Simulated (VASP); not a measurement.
# HC4 in VASP: notebook

HC4 is run at these levels: PBE+D3(BJ); tasks: single point.

All numbers are computed with VASP 6.6.1; they aren't measurements. Logs are shortened: lines on timing, memory, paths and dates and some standing lists are left out, and cuts for length are marked.

## 1. The cell of the first run

The cell holds a slab with vacuum, 10 atoms: a = 4.931 Å, b = 4.931 Å, c = 18.000 Å, α = 90.00°, β = 90.00°, γ = 120.00°.

## 2. Single point, PBE+D3(BJ)

File INCAR:

```
ALGO = Normal
DIPOL = 0.5 0.5 0.227
EDIFF = 1E-6
ENCUT = 520
GGA = PE
IDIPOL = 3
ISIF = 2
ISMEAR = 0
IVDW = 12
LASPH = True
LCHARG = True
LDIPOL = True
LELF = True
LREAL = False
LVACPOTAV = True
LVHAR = True
LWAVE = False
NBANDS = 28
NELM = 100
PREC = Accurate
SIGMA = 0.1
```

File KPOINTS:

```
k-points
0
Gamma
  6 6 1
```

File POSCAR:

```
HC4
1.0
    4.9313048819      0.0000000000      0.0000000000
   -2.4656524409      4.2706353015      0.0000000000
    0.0000000000      0.0000000000     18.0000331942
C H
8 2
Direct
    0.3333333333      0.1666666667      0.2222236565
    0.3333333333      0.6666666667      0.2222236565
    0.8333333333      0.1666666667      0.2222236565
    0.8333333333      0.6666666667      0.2222236565
    0.1666666667      0.3333333333      0.2222218124
    0.1666666667      0.8333333333      0.2222218124
    0.6666666667      0.3333333333      0.2222218124
    0.6666666667      0.8333333333      0.2222218124
    0.0646417736      0.1666666667      0.2472236104
    0.6020248930      0.1666666667      0.2472236104
```

Potentials or basis: VASP PAW PBE potentials, release 64 (C, H).

On the command line:

```sh
> cat potpaw_PBE.64/C/POTCAR potpaw_PBE.64/H/POTCAR > POTCAR
> mpirun -np 1 vasp_std > vasp.out
```

OUTCAR:

```text
EDIFF = 1E-6
   ENCUT = 520
   GGA = PE
   ISIF = 2
   ISMEAR = 0
   IVDW = 12
   LASPH = True
   LREAL = False
   NELM = 100
   PREC = Accurate
 IVDW          = 12

 ion  position               nearest neighbor table
   1  0.333  0.167  0.222-   9 1.40  10 1.40   5 1.42   6 1.42   7 1.42
   2  0.333  0.667  0.222-   6 1.42   5 1.42   8 1.42
   3  0.833  0.167  0.222-  10 1.23   9 1.23   7 1.42   8 1.42   5 1.42
   4  0.833  0.667  0.222-   8 1.42   7 1.42   6 1.42
   5  0.167  0.333  0.222-   9 0.85   1 1.42   2 1.42   3 1.42
   6  0.167  0.833  0.222-   2 1.42   1 1.42   4 1.42
   7  0.667  0.333  0.222-  10 0.85   3 1.42   4 1.42   1 1.42
   8  0.667  0.833  0.222-   4 1.42   3 1.42   2 1.42
   9  0.065  0.167  0.247-   5 0.85   3 1.23   1 1.40
  10  0.602  0.167  0.247-   7 0.85   3 1.23   1 1.40

  LATTYP: Found a hexagonal cell.
 ALAT       =     4.9313048819
 C/A-ratio  =     3.6501562214

  Lattice vectors:

 A1 = (   4.9313048819,   0.0000000000,   0.0000000000)
 A2 = (  -2.4656524409,   4.2706353015,   0.0000000000)
 A3 = (   0.0000000000,   0.0000000000,  18.0000331942)

Analysis of symmetry for initial positions (statically):
=====================================================================
 Subroutine PRICEL returns:
 Original cell was already a primitive cell.

 Routine SETGRP: Setting up the symmetry group for a
 hexagonal supercell.

 Subroutine GETGRP returns: Found  2 space group operations
 (whereof  1 operations were pure point group operations)
 out of a pool of 24 trial point group operations.

The static configuration has the point symmetry C_1 .
 The point group associated with its full space group is C_1h.

Analysis of symmetry for dynamics (positions and initial velocities):
=====================================================================
 Subroutine PRICEL returns:
 Original cell was already a primitive cell.

 Routine SETGRP: Setting up the symmetry group for a
 hexagonal supercell.

 Subroutine GETGRP returns: Found  2 space group operations
 (whereof  1 operations were pure point group operations)
 out of a pool of 24 trial point group operations.

The dynamic configuration has the point symmetry C_1 .
 The point group associated with its full space group is C_1h.

 Subroutine INISYM returns: Found  2 space group operations
 (whereof  1 operations are pure point group operations),
 and found     1 'primitive' translations

----------------------------------------------------------------------------------------

[... 112 lines left out ...]
   EFERMI_NEDOS =   21; number of points for ismear=-14 and -15
   IALGO  =     38    algorithm
   IMIX   =      4    mixing-type and parameters
     AMIX     =   0.40;   BMIX     =  1.00
     AMIX_MAG =   1.60;   BMIX_MAG =  1.00
  volume/ion in A,a.u.               =      37.91       255.81
  Fermi-wavevector in a.u.,A,eV,Ry     =   0.732811  1.384812  7.306489  0.537012
  Thomas-Fermi vector in A             =   1.825366
   LORBIT       =      0    0 simple, 1 ext, 2 COOP (PROOUT), +10 PAW based schemes
   GGA     = PE    functional components
   LHFCALC =     F    Hartree Fock is set to
   AEXX    =    0.0000 exact exchange contribution
   IVDW    =    12    specifies the selected vdW correction
   LEPSILON=     F    determine dielectric tensor
   LRPA    =     F    only Hartree local field effects (RPA)
 non-spin polarized calculation
 Gauss-broadening in eV      SIGMA  =   0.10
  energy-cutoff  :      520.00
  volume of cell :      379.08
 maximum number of plane-waves:     10258
 NGX is ok and might be reduce to    40
   NGX = 19   NGY = 19   NGZ = 67

 dipolmoment           0.000000      0.000000      0.000002 electrons x Angstroem

 number of electron      33.9999998 magnetization

 dipolmoment           0.000000      0.000000     -0.108948 electrons x Angstroem

 Free energy of the ion-electron system (eV)
  ---------------------------------------------------
  ext. energy  EPLUGINS =         0.00000000
  ---------------------------------------------------
  free energy    TOTEN  =       -66.54850253 eV

  energy without entropy =      -66.53439068  energy(sigma->0) =      -66.54144660

 E-fermi :  -1.0494     XC(G=0):  -2.4698

 val. band max:       -1.0621653115   @ k =   0.3333   0.0000   0.0000
 cond. band min:      -0.9481637524   @ k =   0.0000   0.1667   0.0000
 fundamental gap:      0.1140015591
 Fermi energy:        -1.0494475176

 k-point     1 :       0.0000    0.0000    0.0000
  band No.  band energies     occupation
      1     -24.8920      2.00000
      2     -21.8579      2.00000
      3     -18.7544      2.00000
      4     -17.8588      2.00000
      5     -16.4451      2.00000
      6     -16.3955      2.00000
[... 392 lines left out ...]
     27       4.4316      0.00000
     28       4.6174      0.00000

------------------------ aborting loop because EDIFF is reached ----------------------------------------

 Edisp (eV)   -0.76633

 E8    (eV) :    -0.2304

  FORCE on cell =-STRESS in cart. coord.  units (eV):
  Direction    XX          YY          ZZ          XY          YZ          ZX
  --------------------------------------------------------------------------------------
  -------------------------------------------------------------------------------------
  Total      15.95997    26.72736    13.07799     0.00000   -12.34393    -0.00000
  in kB      67.45514   112.96374    55.27441     0.00000   -52.17188    -0.00000
  external pressure =       78.56 kB  Pullay stress =        0.00 kB

 VOLUME and BASIS-vectors are now :
 -----------------------------------------------------------------------------
  energy-cutoff  :      520.00
  volume of cell :      379.08
      direct lattice vectors                 reciprocal lattice vectors
     4.931304882  0.000000000  0.000000000     0.202786083  0.117078599  0.000000000
    -2.465652441  4.270635301  0.000000000     0.000000000  0.234157199  0.000000000
     0.000000000  0.000000000 18.000033194     0.000000000  0.000000000  0.055555453

 POSITION                                       TOTAL-FORCE (eV/Angst)
 -----------------------------------------------------------------------------------
      1.23283      0.71177      4.00003        -0.000000     -2.193827     -3.511772
     -0.00000      2.84709      4.00003        -0.103891      1.414182      0.770289
      3.69848      0.71177      4.00003        -0.000000     -2.612428     -5.215152
      2.46565      2.84709      4.00003         0.103891      1.414182      0.770289
      0.00000      1.42355      4.00000         2.562601     15.770425    -10.748746
     -1.23283      3.55886      4.00000        -0.000000     -0.684002     -0.217611
      2.46565      1.42355      4.00000        -2.562601     15.770425    -10.748746
      1.23283      3.55886      4.00000        -0.000000     -1.468689     -0.381554
     -0.09217      0.71177      4.45003        -0.975589    -13.705134     14.641502
      2.55783      0.71177      4.45003         0.975589    -13.705134     14.641502
 -----------------------------------------------------------------------------------
    total drift:                               -0.000001      0.000395      0.000820

  FREE ENERGIE OF THE ION-ELECTRON SYSTEM (eV)
  ---------------------------------------------------
  free  energy   TOTEN  =       -67.3148329212 eV

  energy  without entropy=      -67.3007210699  energy(sigma->0) =      -67.30777700

 vacuum level on the upper side and lower side of the slab         1.302         2.237
```

stdout:

```text
POSCAR found type information on POSCAR C H
 POSCAR found :  2 types and      10 ions
 scaLAPACK will be used
 LDA part: xc-table for (Slater+PW92), standard interpolation
 POSCAR, INCAR and KPOINTS ok, starting setup
 FFT: planning ... GRIDC
 FFT: planning ... GRID_SOFT
 FFT: planning ... GRID
 WAVECAR not read
 entering main loop
 -----------------------------------------------------------------------------
|                                                                             |
|           W    W    AA    RRRRR   N    N  II  N    N   GGGG   !!!           |
|           W    W   A  A   R    R  NN   N  II  NN   N  G    G  !!!           |
|           W    W  A    A  R    R  N N  N  II  N N  N  G       !!!           |
|           W WW W  AAAAAA  RRRRR   N  N N  II  N  N N  G  GGG   !            |
|           WW  WW  A    A  R   R   N   NN  II  N   NN  G    G                |
|           W    W  A    A  R    R  N    N  II  N    N   GGGG   !!!           |
|                                                                             |
|     Did not find any points to average over, which means that no vacuum     |
|     field-free region was found. Please increase the size of  your cell     |
|     in the dimension of the dipole correction to obtain accurate            |
|     workfunction values.                                                    |
|                                                                             |
 -----------------------------------------------------------------------------
```

It took 3 min on 1 thread of Intel Xeon Platinum 8488C (Sapphire Rapids), shared host; peak memory 0.55 GiB.

Results:

```yaml
Free_energy: -67.3148 eV
Largest_force: 20.079 eV/Å
Band_gap_on_the_k_mesh: zero (bands 17 and 18 overlap by 0.73 eV)
Dispersion_energy_per_atom: -0.077 eV
```

Forces in eV/Å, atoms in the order of the input:
```
C     0.000  -2.194  -3.512
C    -0.104   1.414   0.770
C     0.000  -2.612  -5.215
C     0.104   1.414   0.770
C     2.563  15.770 -10.749
C     0.000  -0.684  -0.218
C    -2.563  15.770 -10.749
C     0.000  -1.469  -0.382
H    -0.976 -13.705  14.642
H     0.976 -13.705  14.642
```

## 3. Single point, PBE+D3(BJ)

File INCAR:

```
SYSTEM = HC4
  ALGO = Normal
  DIPOL = 0.5 0.5 0.234
  EDIFF = 1E-6
  ENCUT = 520
  GGA = PE
  IDIPOL = 3
  ISIF = 2
  ISMEAR = 0
  IVDW = 12
  LASPH = .TRUE.
  LCHARG = .FALSE.
  LDIPOL = .TRUE.
  LREAL = .FALSE.
  LWAVE = .FALSE.
  NBANDS = 28
  NELM = 60
  PREC = Accurate
  SIGMA = 0.1
```

File KPOINTS:

```
k-points
0
G
  6 6 1
  0 0 0
```

POSCAR: that of step 2 with these lines changed.

```diff
@@ -16,3 +16,3 @@
     0.6666666667      0.8333333333      0.2222218124
-    0.0646417736      0.1666666667      0.2472236104
-    0.6020248930      0.1666666667      0.2472236104
+    0.0646417736      0.1666666667      0.2827791004
+    0.6020248930      0.1666666667      0.2827791004
```

Potentials or basis: VASP PAW PBE potentials, release 64 (C, H).

On the command line:

```sh
> cat potpaw_PBE.64/C/POTCAR potpaw_PBE.64/H/POTCAR > POTCAR
> mpirun -np 1 vasp_std > vasp.out
```

Wall time 3.5 min (1 thread of Intel Xeon Platinum 8488C (Sapphire Rapids), shared host); peak memory 0.56 GiB.

It converged, with:

* Free energy: -75.5491 eV
* Largest force: 2.738 eV/Å
* Band gap on the k mesh: zero (bands 17 and 18 overlap by 0.67 eV)
* Dispersion energy per atom: -0.078 eV

Forces in eV/Å, atoms in the order of the input:
```
C    0.000 -2.115 -1.738
C    0.093  1.319  0.052
C    0.000 -2.169 -1.302
C   -0.093  1.319  0.052
C    0.442  0.118  1.487
C    0.000 -0.222 -0.263
C   -0.442  0.118  1.487
C    0.000 -1.141 -0.447
H   -0.075  1.386  0.337
H    0.075  1.386  0.337
```

Levels at points of the mesh, in eV from the Fermi level:
```
           k point  band 15  band 16  band 17  band 18  band 19  band 20
(0.00, 0.00, 0.00)    -4.17    -3.94    -1.38    -0.22     0.27     0.53
(0.50, 0.00, 0.00)    -4.55    -4.48     0.45     0.75     1.84     2.09
(0.00, 0.50, 0.00)    -5.68    -4.34     0.03     0.81     1.40     3.48
```
